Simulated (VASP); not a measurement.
# SnO (P4/nmm) in VASP: a series of runs

SnO is run at these levels: LDA; tasks: single point.

Program: VASP 6.6.1. These are calculated values, not measurements. Logs are shortened: lines on timing, memory, paths and dates and some standing lists are left out, and cuts for length are marked.

**1. The cell of the first run**

It takes space group P4/nmm (No. 129, tetragonal). The conventional cell has a = 3.792 Å, b = 3.792 Å, c = 4.410 Å, α = 90.00°, β = 90.00°, γ = 90.00°. Within 2.9 Å of Sn (site symmetry 4mm) lie 4 O at 2.18 Å. O (site symmetry -4m2) has 4 Sn at 2.18 Å and 4 O at 2.68 Å within 2.9 Å.

**2. Single point, LDA (volume 15.853 Å^3 an atom, c/a of the conventional cell 1.1631)**

INCAR

```
ALGO = Normal
EDIFF = 1E-6
ENCUT = 520
GGA = CA
ISIF = 2
ISMEAR = 0
LASPH = True
LCHARG = False
LREAL = False
LWAVE = False
NBANDS = 28
NELM = 60
PREC = Accurate
SIGMA = 0.15
```

KPOINTS

```
k-points
0
Gamma
  12 12 10
```

POSCAR

```
SnO
1.0
    3.7918527601      0.0000000000      0.0000000000
    0.0000000000      3.7918527601      0.0000000000
    0.0000000000      0.0000000000      4.4103039452
Sn O
2 2
Direct
    0.0000000000      0.5000000000      0.2457459271
    0.5000000000      0.0000000000      0.7542540729
    0.0000000000      0.0000000000      0.0000000000
    0.5000000000      0.5000000000      0.0000000000
```

Potentials or basis: VASP PAW LDA potentials, release 64 (Sn_d, O).

Started as:

```console
> cat potpaw_LDA.64/Sn_d/POTCAR potpaw_LDA.64/O/POTCAR > POTCAR
> mpirun -np 1 vasp_std > vasp.out
```

OUTCAR:

```text
EDIFF = 1E-6
   ENCUT = 520
   GGA = CA
   ISIF = 2
   ISMEAR = 0
   LASPH = True
   LREAL = False
   NELM = 60
   PREC = Accurate

 ion  position               nearest neighbor table
   1  0.000  0.500  0.246-   3 2.18   4 2.18   3 2.18   4 2.18   2 3.45   2 3.45   2 3.45   2 3.45
                             2 3.50   2 3.50   2 3.50   2 3.50
   2  0.500  0.000  0.754-   3 2.18   4 2.18   4 2.18   3 2.18   1 3.45   1 3.45   1 3.45   1 3.45
                             1 3.50   1 3.50   1 3.50   1 3.50
   3  0.000  0.000  0.000-   1 2.18   2 2.18   1 2.18   2 2.18
   4  0.500  0.500  0.000-   1 2.18   2 2.18   2 2.18   1 2.18

  LATTYP: Found a simple tetragonal cell.
 ALAT       =     3.7918527601
 C/A-ratio  =     1.1631000000

  Lattice vectors:

 A1 = (   3.7918527601,   0.0000000000,   0.0000000000)
 A2 = (   0.0000000000,   3.7918527601,   0.0000000000)
 A3 = (   0.0000000000,   0.0000000000,   4.4103039452)

Analysis of symmetry for initial positions (statically):
=====================================================================
 Subroutine PRICEL returns:
 Original cell was already a primitive cell.

 Routine SETGRP: Setting up the symmetry group for a
 simple tetragonal supercell.

 Subroutine GETGRP returns: Found 16 space group operations
 (whereof  8 operations were pure point group operations)
 out of a pool of 16 trial point group operations.

The static configuration has the point symmetry D_2d.
 The point group associated with its full space group is D_4h.

Analysis of symmetry for dynamics (positions and initial velocities):
=====================================================================
 Subroutine PRICEL returns:
 Original cell was already a primitive cell.

 Routine SETGRP: Setting up the symmetry group for a
 simple tetragonal supercell.

 Subroutine GETGRP returns: Found 16 space group operations
 (whereof  8 operations were pure point group operations)
 out of a pool of 16 trial point group operations.

The dynamic configuration has the point symmetry D_2d.
 The point group associated with its full space group is D_4h.

 Subroutine INISYM returns: Found 16 space group operations
 (whereof  8 operations are pure point group operations),
 and found     1 'primitive' translations
[... 93 lines left out ...]
   ISPIN  =      1    spin polarized calculation?
   LNONCOLLINEAR =      F non collinear calculations
   LSORBIT =      F    spin-orbit coupling
   LASPH  =      T    aspherical Exc in radial PAW
   ENCUT  =  520.0 eV  38.22 Ry    6.18 a.u.   7.05  7.05  8.20*2*pi/ulx,y,z
   NELM   =     60;   NELMIN=  2; NELMDL= -5     # of ELM steps
   EDIFF  = 0.1E-05   stopping-criterion for ELM
   LREAL  =      F    real-space projection
   EDIFFG = 0.1E-04   stopping-criterion for IOM
   NSW    =      0    number of steps for IOM
   IBRION =     -1    ionic relax: 0-MD 1-quasi-New 2-CG
   NFREE  =      0    steps in history (QN), initial steepest desc. (CG)
   ISIF   =      2    stress and relaxation
   ISYM   =      2    0-nonsym 1-usesym 2-fastsym
   POTIM  = 0.5000    time-step for ionic-motion
   TEBEG  =    0.0;   TEEND  =   0.0 temperature during run
   PSTRESS=    0.0 pullay stress
   NELECT =      40.0000    total number of electrons
   NUPDOWN=      -1.0000    fix difference up-down
   EMIN   =  10.00;   EMAX   =-10.00  energy-range for DOS
   EFERMI =   0.00;   METHOD = LEGACY
   ISMEAR =     0;   SIGMA  =   0.15  broadening in eV -4-tet -1-fermi 0-gaus
   EFERMI_NEDOS =   21; number of points for ismear=-14 and -15
   IALGO  =     38    algorithm
   IMIX   =      4    mixing-type and parameters
     AMIX     =   0.40;   BMIX     =  1.00
     AMIX_MAG =   1.60;   BMIX_MAG =  1.00
  volume/ion in A,a.u.               =      15.85       106.98
  Fermi-wavevector in a.u.,A,eV,Ry     =   1.404013  2.653199 26.820504  1.971251
  Thomas-Fermi vector in A             =   2.526617
   LORBIT       =      0    0 simple, 1 ext, 2 COOP (PROOUT), +10 PAW based schemes
   GGA     = CA    functional components
   LHFCALC =     F    Hartree Fock is set to
   AEXX    =    0.0000 exact exchange contribution
   IVDW    =     0    specifies the selected vdW correction
   LEPSILON=     F    determine dielectric tensor
   LRPA    =     F    only Hartree local field effects (RPA)
 non-spin polarized calculation
 Gauss-broadening in eV      SIGMA  =   0.15
  energy-cutoff  :      520.00
  volume of cell :       63.41
 maximum number of plane-waves:      1724
   NGX = 15   NGY = 15   NGZ = 17

 number of electron      39.9999994 magnetization

 Free energy of the ion-electron system (eV)
  ---------------------------------------------------
  ext. energy  EPLUGINS =         0.00000000
  ---------------------------------------------------
  free energy    TOTEN  =       -25.66203893 eV

  energy without entropy =      -25.66057193  energy(sigma->0) =      -25.66130543

 E-fermi :   8.1137     XC(G=0): -11.2151

 val. band max:        7.9701773327   @ k =   0.1667   0.0833   0.0000
 cond. band min:       8.1515501373   @ k =   0.5000   0.5000   0.1000
 fundamental gap:      0.1813728046
 Fermi energy:         8.1137484032

 k-point     1 :       0.0000    0.0000    0.0000
  band No.  band energies     occupation
      1     -14.0354      2.00000
      2     -13.4755      2.00000
      3     -13.4755      2.00000
      4     -13.4207      2.00000
      5     -13.4106      2.00000
      6     -13.3900      2.00000
[... 733 lines left out ...]
     27      16.3117      0.00000
     28      16.8944      0.00000

 [... further k-points ...]

------------------------ aborting loop because EDIFF is reached ----------------------------------------

  FORCE on cell =-STRESS in cart. coord.  units (eV):
  Direction    XX          YY          ZZ          XY          YZ          ZX
  --------------------------------------------------------------------------------------
  -------------------------------------------------------------------------------------
  Total        1.1473181      1.1473181      2.5680817      0.0000000      0.0000000      0.0000000
  in kB       28.9883152     28.9883152     64.8855459      0.0000000      0.0000000      0.0000000
  external PRESSURE =      40.9540588 kB  Pullay stress =       0.0000000 kB

 VOLUME and BASIS-vectors are now :
 -----------------------------------------------------------------------------
  energy-cutoff  :      520.00
  volume of cell :       63.41
      direct lattice vectors                 reciprocal lattice vectors
     3.791852760  0.000000000  0.000000000     0.263723320  0.000000000  0.000000000
     0.000000000  3.791852760  0.000000000     0.000000000  0.263723320  0.000000000
     0.000000000  0.000000000  4.410303945     0.000000000  0.000000000  0.226741742

 POSITION                                       TOTAL-FORCE (eV/Angst)
 -----------------------------------------------------------------------------------
      0.00000      1.89593      1.08381         0.000000      0.000000      0.897445
      1.89593      0.00000      3.32649        -0.000000      0.000000     -0.897445
      0.00000      0.00000      0.00000         0.000000     -0.000000      0.000000
      1.89593      1.89593      0.00000         0.000000      0.000000      0.000000
 -----------------------------------------------------------------------------------
    total drift:                                0.000000      0.000000     -0.000000

  FREE ENERGIE OF THE ION-ELECTRON SYSTEM (eV)
  ---------------------------------------------------
  free  energy   TOTEN  =       -25.6620389323 eV

  energy  without entropy=      -25.6605719322  energy(sigma->0) =      -25.66130543
```

Run time: 4.9 min. Hardware: 1 thread of Intel Xeon 6975P-C, shared host; peak memory 0.33 GiB.

Results:

* Free energy: -25.6620 eV
* Pressure: 4.1 GPa
* Largest force: 0.897 eV/Å
* Band gap on the k mesh: zero (band 20 reaches 7.97 eV, above the bottom of band 21 at 7.96 eV)

Forces on the atoms (eV/Å):
```
Sn   0.000  0.000  0.897
Sn   0.000  0.000 -0.897
O    0.000  0.000  0.000
O    0.000  0.000  0.000
```

Levels at points of the mesh, in eV from the Fermi level:
```tsv
k point	band 18	band 19	band 20	band 21	band 22	band 23
(0.00, 0.00, 0.00)	-3.69	-3.69	-0.26	2.28	4.56	4.56
(0.50, 0.00, 0.00)	-5.30	-2.81	-2.81	3.68	3.68	5.91
(0.50, 0.50, 0.00)	-2.96	-1.75	-1.75	-0.16	-0.16	4.87
(0.00, 0.00, 0.50)	-3.71	-2.44	-1.96	1.15	2.52	2.52
(0.50, 0.00, 0.50)	-5.36	-1.68	-1.68	3.02	3.02	5.18
(0.50, 0.50, 0.50)	-2.99	-2.96	-2.96	2.50	2.50	4.81
```

Caveat: spin-orbit coupling is left out, which moves the levels of the heavy elements.

**3. Single point, LDA (volume 15.853 Å^3 an atom, c/a of the conventional cell 1.4825)**

INCAR

```
SYSTEM = SnO
ALGO = Normal ; EDIFF = 1E-6
ENCUT = 520 ; ISIF = 2
ISMEAR = 0 ; LASPH = .True.
LCHARG = .False. ; LREAL = .False.
LWAVE = .False. ; NBANDS = 28
NELM = 60 ; PREC = Accurate
SIGMA = 0.15
```

KPOINTS

```
k-points
0
Gamma
  12 12 10
  0 0 0
```

POSCAR

```
SnO
1.0
    3.4972411752      0.0000000000      0.0000000000
    0.0000000000      3.4972411752      0.0000000000
    0.0000000000      0.0000000000      5.1846600423
Sn O
2 2
Direct
    0.0000000000      0.5000000000      0.2457459271
    0.5000000000      0.0000000000      0.7542540729
    0.0000000000      0.0000000000      0.0000000000
    0.5000000000      0.5000000000      0.0000000000
```

Potentials or basis: VASP PAW LDA potentials, release 64 (Sn_d, O).

Started as:

```console
> cat potpaw_LDA.64/Sn_d/POTCAR potpaw_LDA.64/O/POTCAR > POTCAR
> mpirun -np 1 vasp_std > vasp.out
```

Run time: 4.9 min. Hardware: 1 thread of Intel Xeon 6975P-C, shared host; peak memory 0.33 GiB.

It converged, with:

| Quantity | Value |
| --- | --- |
| Free energy | -25.1995 eV |
| Pressure | 8.0 GPa |
| Largest force | 0.626 eV/Å |
| Band gap on the k mesh | zero (band 20 reaches 8.67 eV, above the bottom of band 21 at 7.78 eV) |

Forces on the atoms (eV/Å):
```
Sn   0.000  0.000 -0.626
Sn   0.000  0.000  0.626
O    0.000  0.000  0.000
O    0.000  0.000  0.000
```

Stress tensor (GPa, compression positive):
```
15.01  0.00  0.00
 0.00 15.01  0.00
 0.00  0.00 -5.95
```

Levels at points of the mesh, in eV from the Fermi level:
| k point | band 17 | band 18 | band 19 | band 20 | band 21 | band 22 | band 23 | band 24 |
| --- | --- | --- | --- | --- | --- | --- | --- | --- |
| (0.00, 0.00, 0.00) | -3.90 | -2.69 | -2.69 | 0.37 | 3.17 | 4.20 | 5.00 | 5.00 |
| (0.50, 0.00, 0.00) | -4.86 | -4.86 | -3.53 | -3.53 | 2.63 | 2.63 | 6.59 | 6.59 |
| (0.50, 0.50, 0.00) | -2.28 | -2.28 | -1.99 | -1.99 | -0.52 | -0.52 | 3.59 | 3.59 |
| (0.00, 0.00, 0.50) | -3.77 | -3.59 | -2.71 | -2.71 | 3.02 | 3.21 | 3.21 | 5.07 |
| (0.50, 0.00, 0.50) | -4.84 | -4.84 | -2.40 | -2.40 | 1.71 | 1.71 | 6.20 | 6.20 |
| (0.50, 0.50, 0.50) | -2.87 | -2.87 | -1.99 | -1.99 | 1.68 | 1.68 | 3.16 | 3.16 |

Caveat: spin-orbit coupling is left out, which moves the levels of the heavy elements.

(Part 1 of 2 ends here.)
